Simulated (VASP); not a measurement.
# MgO2 (pbesol) (I4/mcm) in VASP: single point with PBEsol

Aim: the single point of MgO2 (pbesol) with PBEsol.

All numbers are computed with VASP 6.6.1; they aren't measurements. Logs are shortened: lines on timing, memory, paths and dates and some standing lists are left out, and cuts for length are marked.

## (1) The cell of the first run

The structure is tetragonal, space group I4/mcm (No. 140). Conventional cell: a = 3.918 Å, b = 3.918 Å, c = 4.591 Å, α = 90.00°, β = 90.00°, γ = 90.00°. Mg (site symmetry 422) has 8 O at 1.93 Å and 2 Mg at 2.30 Å within 2.6 Å. Within 1.8 Å of O (site symmetry m2m) lie 1 O at 1.37 Å.

## (2) Single point, PBEsol

INCAR

```
PREC = Accurate
ENCUT = 520
EDIFF = 1E-6
ISMEAR = 0
SIGMA = 0.02
LREAL = F
LASPH = T
NELM = 100
ALGO = Normal
ISIF = 2
LWAVE = F
LCHARG = T
GGA = PS
LELF = T
LVHAR = T
NBANDS = 23
```

KPOINTS

```
regular mesh
0
Gamma
  8 8 8
```

POSCAR

```
MgO2
1.0
   -1.9589602312      1.9589602312      2.2954480728
    1.9589602312     -1.9589602312      2.2954480728
    1.9589602312      1.9589602312     -2.2954480728
Mg O
2 4
Direct
    0.2500000000      0.2500000000      0.0000000000
    0.7500000000      0.7500000000      0.0000000000
    0.1240723496      0.6240723496      0.7481446992
    0.6240723496      0.8759276504      0.5000000000
    0.8759276504      0.3759276504      0.2518553008
    0.3759276504      0.1240723496      0.5000000000
```

Potentials or basis: VASP PAW PBE potentials, release 64 (Mg, O).

On the command line:

```
$ cat potpaw_PBE.64/Mg/POTCAR potpaw_PBE.64/O/POTCAR > POTCAR
$ mpirun -np 1 vasp_std > vasp.out
```

OUTCAR:

```text
PREC = Accurate
   ENCUT = 520
   EDIFF = 1E-6
   ISMEAR = 0
   LREAL = F
   LASPH = T
   NELM = 100
   ISIF = 2
   GGA = PS

 ion  position               nearest neighbor table
   1  0.250  0.250  0.000-   5 1.93   4 1.93   3 1.93   5 1.93   6 1.93   6 1.93   3 1.93   4 1.93
                             2 2.30   2 2.30   4 2.74   5 2.74   6 2.74   4 2.74   5 2.74   3 2.74
   2  0.750  0.750  0.000-   6 1.93   5 1.93   3 1.93   4 1.93   5 1.93   4 1.93   6 1.93   3 1.93
                             1 2.30   1 2.30   4 2.74   5 2.74   6 2.74   4 2.74   3 2.74   3 2.74
   3  0.124  0.624  0.748-   5 1.37   1 1.93   1 1.93   2 1.93   2 1.93   1 2.74   2 2.74   2 2.74
                             1 2.74
   4  0.624  0.876  0.500-   6 1.37   2 1.93   1 1.93   2 1.93   1 1.93   1 2.74   2 2.74   1 2.74
                             2 2.74
   5  0.876  0.376  0.252-   3 1.37   2 1.93   1 1.93   2 1.93   1 1.93   1 2.74   1 2.74   2 2.74
                             2 2.74
   6  0.376  0.124  0.500-   4 1.37   1 1.93   2 1.93   1 1.93   2 1.93   2 2.74   2 2.74   1 2.74
                             1 2.74

  LATTYP: Found a body centered tetragonal cell.
 ALAT       =     3.9179204624
 C/A-ratio  =     1.1717685925

  Lattice vectors:

 A1 = (  -1.9589602312,   1.9589602312,   2.2954480728)
 A2 = (   1.9589602312,  -1.9589602312,   2.2954480728)
 A3 = (   1.9589602312,   1.9589602312,  -2.2954480728)

Analysis of symmetry for initial positions (statically):
=====================================================================
 Subroutine PRICEL returns:
 Original cell was already a primitive cell.

 Routine SETGRP: Setting up the symmetry group for a
 body centered tetragonal supercell.

 Subroutine GETGRP returns: Found 16 space group operations
 (whereof  8 operations were pure point group operations)
 out of a pool of 16 trial point group operations.

The static configuration has the point symmetry C_4h.
 The point group associated with its full space group is D_4h.

Analysis of symmetry for dynamics (positions and initial velocities):
=====================================================================
 Subroutine PRICEL returns:
 Original cell was already a primitive cell.

 Routine SETGRP: Setting up the symmetry group for a
 body centered tetragonal supercell.

 Subroutine GETGRP returns: Found 16 space group operations
 (whereof  8 operations were pure point group operations)
 out of a pool of 16 trial point group operations.

The dynamic configuration has the point symmetry C_4h.
 The point group associated with its full space group is D_4h.

 Subroutine INISYM returns: Found 16 space group operations
 (whereof  8 operations are pure point group operations),
 and found     1 'primitive' translations

----------------------------------------------------------------------------------------

                                     Primitive cell

  volume of cell :      35.2354

  direct lattice vectors                    reciprocal lattice vectors
    -1.958960231  1.958960231  2.295448073     0.000000000  0.255237443  0.217822396
     1.958960231 -1.958960231  2.295448073     0.255237443  0.000000000  0.217822396
     1.958960231  1.958960231 -2.295448073     0.255237443  0.255237443  0.000000000

  length of vectors
     3.597795468  3.597795468  3.597795468     0.335548430  0.335548430  0.360960253

  position of ions in fractional coordinates (direct lattice)
     0.250000000  0.250000000  0.000000000
     0.750000000  0.750000000  0.000000000
     0.124072350  0.624072350  0.748144699
     0.624072350  0.875927650  0.500000000
     0.875927650  0.375927650  0.251855301
     0.375927650  0.124072350  0.500000000

  ion indices of the primitive-cell ions
   primitive index   ion index
                 1           1
                 2           2
                 3           3
                 4           4
                 5           5
                 6           6

----------------------------------------------------------------------------------------

 KPOINTS: regular mesh

Automatic generation of k-mesh.
 Grid dimensions read from file:
 generate k-points for:    8    8    8

 Generating k-lattice:

  Cartesian coordinates                     Fractional coordinates (reciprocal lattice)
     0.000000000  0.031904680  0.027227800     0.125000000 -0.000000000  0.000000000
     0.031904680  0.000000000  0.027227800    -0.000000000  0.125000000  0.000000000
     0.031904680  0.031904680  0.000000000     0.000000000  0.000000000  0.125000000

  Length of vectors
     0.041943554  0.041943554  0.045120032

  Shift w.r.t. Gamma in fractional coordinates (k-lattice)
     0.000000000  0.000000000  0.000000000

 Subroutine IBZKPT returns following result:
 ===========================================

 Found     59 irreducible k-points:

 Following reciprocal coordinates:
            Coordinates               Weight
  0.000000  0.000000  0.000000      1.000000
  0.125000  0.000000 -0.000000      8.000000
  0.250000  0.000000 -0.000000      8.000000
  0.375000  0.000000 -0.000000      8.000000
  0.500000  0.000000 -0.000000      4.000000
  0.125000  0.125000 -0.000000      8.000000
[... 16 lines left out ...]
  0.250000  0.125000  0.125000     16.000000
  0.375000  0.125000  0.125000      8.000000
 [... further k-points ...]
   k-points           NKPTS =     59   k-points in BZ     NKDIM =     59   number of bands    NBANDS=     23
   number of dos      NEDOS =    301   number of ions     NIONS =      6
   total plane-waves  NPLWV =  21952
   dimension x,y,z NGX =    28 NGY =   28 NGZ =   28
   dimension x,y,z NGXF=    56 NGYF=   56 NGZF=   56
   ions per type =               2   4
   NGX,Y,Z   is equivalent  to a cutoff of  12.94, 12.94, 12.94 a.u.
   NGXF,Y,Z  is equivalent  to a cutoff of  25.88, 25.88, 25.88 a.u.
 SYSTEM =  unknown system
   PREC   = accura    normal or accurate (medium, high low for compatibility)
   ISTART =      0    job   : 0-new  1-cont  2-samecut
   ICHARG =      2    charge: 1-file 2-atom 10-const
   ISPIN  =      1    spin polarized calculation?
   LNONCOLLINEAR =      F non collinear calculations
   LSORBIT =      F    spin-orbit coupling
   LASPH  =      T    aspherical Exc in radial PAW
   ENCUT  =  520.0 eV  38.22 Ry    6.18 a.u.   6.69  6.69  6.69*2*pi/ulx,y,z
   NELM   =    100;   NELMIN=  2; NELMDL= -5     # of ELM steps
   EDIFF  = 0.1E-05   stopping-criterion for ELM
   LREAL  =      F    real-space projection
   EDIFFG = 0.1E-04   stopping-criterion for IOM
   NSW    =      0    number of steps for IOM
   IBRION =     -1    ionic relax: 0-MD 1-quasi-New 2-CG
   NFREE  =      0    steps in history (QN), initial steepest desc. (CG)
   ISIF   =      2    stress and relaxation
   ISYM   =      2    0-nonsym 1-usesym 2-fastsym
   POTIM  = 0.5000    time-step for ionic-motion
   TEBEG  =    0.0;   TEEND  =   0.0 temperature during run
   PSTRESS=    0.0 pullay stress
   NELECT =      28.0000    total number of electrons
   NUPDOWN=      -1.0000    fix difference up-down
   EMIN   =  10.00;   EMAX   =-10.00  energy-range for DOS
   EFERMI =   0.00;   METHOD = LEGACY
   ISMEAR =     0;   SIGMA  =   0.02  broadening in eV -4-tet -1-fermi 0-gaus
   EFERMI_NEDOS =   21; number of points for ismear=-14 and -15
   IALGO  =     38    algorithm
   IMIX   =      4    mixing-type and parameters
     AMIX     =   0.40;   BMIX     =  1.00
     AMIX_MAG =   1.60;   BMIX_MAG =  1.00
  volume/ion in A,a.u.               =       5.87        39.63
  Fermi-wavevector in a.u.,A,eV,Ry     =   1.516356  2.865498 31.284373  2.299337
  Thomas-Fermi vector in A             =   2.625757
   LORBIT       =      0    0 simple, 1 ext, 2 COOP (PROOUT), +10 PAW based schemes
   GGA     = PS    functional components
   LHFCALC =     F    Hartree Fock is set to
   AEXX    =    0.0000 exact exchange contribution
   IVDW    =     0    specifies the selected vdW correction
   LEPSILON=     F    determine dielectric tensor
   LRPA    =     F    only Hartree local field effects (RPA)
 non-spin polarized calculation
 Gauss-broadening in eV      SIGMA  =   0.02
  energy-cutoff  :      520.00
  volume of cell :       35.24
 maximum number of plane-waves:       977
   NGX = 13   NGY = 13   NGZ = 13

 number of electron      27.9999989 magnetization

 Free energy of the ion-electron system (eV)
  ---------------------------------------------------
  ext. energy  EPLUGINS =         0.00000000
  ---------------------------------------------------
  free energy    TOTEN  =       -28.91216812 eV

  energy without entropy =      -28.91216812  energy(sigma->0) =      -28.91216812

 E-fermi :   9.7512     XC(G=0): -13.7756

 val. band max:        9.6083863403   @ k =   0.5000   0.5000   0.5000
 cond. band min:      13.6592135284   @ k =  -0.2500   0.2500   0.0000
 fundamental gap:      4.0508271881
 Fermi energy:         9.7511674087

 k-point     1 :       0.0000    0.0000    0.0000
  band No.  band energies     occupation
      1     -17.1121      2.00000
      2     -13.5213      2.00000
      3      -7.1710      2.00000
      4      -7.1710      2.00000
      5      -0.0161      2.00000
      6       0.1776      2.00000
[... 15 lines left out ...]
     22      24.9331      0.00000
     23      26.9480      0.00000

 k-point     2 :       0.1250    0.0000   -0.0000
  band No.  band energies     occupation
      1     -16.9803      2.00000
      2     -13.6710      2.00000
      3      -7.2005      2.00000
      4      -7.1856      2.00000
      5      -0.4720      2.00000
      6      -0.2719      2.00000
[... 15 lines left out ...]
     22      24.9728      0.00000
     23      26.7120      0.00000

 k-point     3 :       0.2500    0.0000   -0.0000
  band No.  band energies     occupation
      1     -16.6039      2.00000
      2     -14.0852      2.00000
      3      -7.2721      2.00000
      4      -7.2370      2.00000
      5      -1.1212      2.00000
      6      -0.9097      2.00000
[... 15 lines left out ...]
     22      25.3900      0.00000
     23      26.7253      0.00000
[... 495 lines left out ...]
 k-point    23 :       0.2500    0.1250    0.1250
  band No.  band energies     occupation
      1     -15.8530      2.00000
      2     -14.7445      2.00000
      3      -7.7486      2.00000
      4      -7.7349      2.00000
      5      -1.1323      2.00000
      6       0.0395      2.00000
[... 15 lines left out ...]
     22      24.7002      0.00000
     23      27.5729      0.00000

 k-point    24 :       0.3750    0.1250    0.1250
  band No.  band energies     occupation
      1     -15.2892      2.00000
      2     -15.2892      2.00000
      3      -7.8389      2.00000
      4      -7.8389      2.00000
      5      -0.6086      2.00000
      6      -0.6086      2.00000
[... 15 lines left out ...]
     22      23.6332      0.00000
     23      28.2555      0.00000

 [... further k-points ...]
[... 5 lines left out ...]
  --------------------------------------------------------------------------------------
  -------------------------------------------------------------------------------------
  Total       29.1270617     29.1270617     28.8557179      0.0000000      0.0000000      0.0000000
  in kB     1324.4286126   1324.4286126   1312.0904135      0.0000000      0.0000000      0.0000000
  external PRESSURE =    1320.3158796 kB  Pullay stress =       0.0000000 kB

 VOLUME and BASIS-vectors are now :
 -----------------------------------------------------------------------------
  energy-cutoff  :      520.00
  volume of cell :       35.24
      direct lattice vectors                 reciprocal lattice vectors
    -1.958960231  1.958960231  2.295448073     0.000000000  0.255237443  0.217822396
     1.958960231 -1.958960231  2.295448073     0.255237443  0.000000000  0.217822396
     1.958960231  1.958960231 -2.295448073     0.255237443  0.255237443  0.000000000

 POSITION                                       TOTAL-FORCE (eV/Angst)
 -----------------------------------------------------------------------------------
      0.00000      0.00000      1.14772        -0.000000     -0.000000      0.000000
      0.00000      0.00000      3.44317        -0.000000     -0.000000      0.000000
      2.44507      0.48611      0.00000         0.201951      0.201951      0.000000
      1.47285      0.48611      2.29545        -0.201951      0.201951      0.000000
     -0.48611      1.47285      2.29545        -0.201951     -0.201951     -0.000000
      0.48611      1.47285      0.00000         0.201951     -0.201951      0.000000
 -----------------------------------------------------------------------------------
    total drift:                               -0.000000     -0.000000      0.000000

  FREE ENERGIE OF THE ION-ELECTRON SYSTEM (eV)
  ---------------------------------------------------
  free  energy   TOTEN  =       -28.9121681174 eV

  energy  without entropy=      -28.9121681174  energy(sigma->0) =      -28.91216812
```

Run time: 38 s. Hardware: 1 thread of Intel Xeon 6975P-C, shared host; peak memory 0.18 GiB.

What came out:

| Quantity | Value |
| --- | --- |
| Free energy | -28.9122 eV |
| Pressure | 132.0 GPa |
| Largest force | 0.286 eV/Å |
| Band gap on the k mesh | 4.05 eV, indirect (least direct gap 5.12 eV) |

Forces on the atoms (eV/Å):
```
Mg   0.000  0.000  0.000
Mg   0.000  0.000  0.000
O    0.202  0.202  0.000
O   -0.202  0.202  0.000
O   -0.202 -0.202  0.000
O    0.202 -0.202  0.000
```

Caveat: the PAW data sets were made with another functional, which shifts forces and pressure a little.
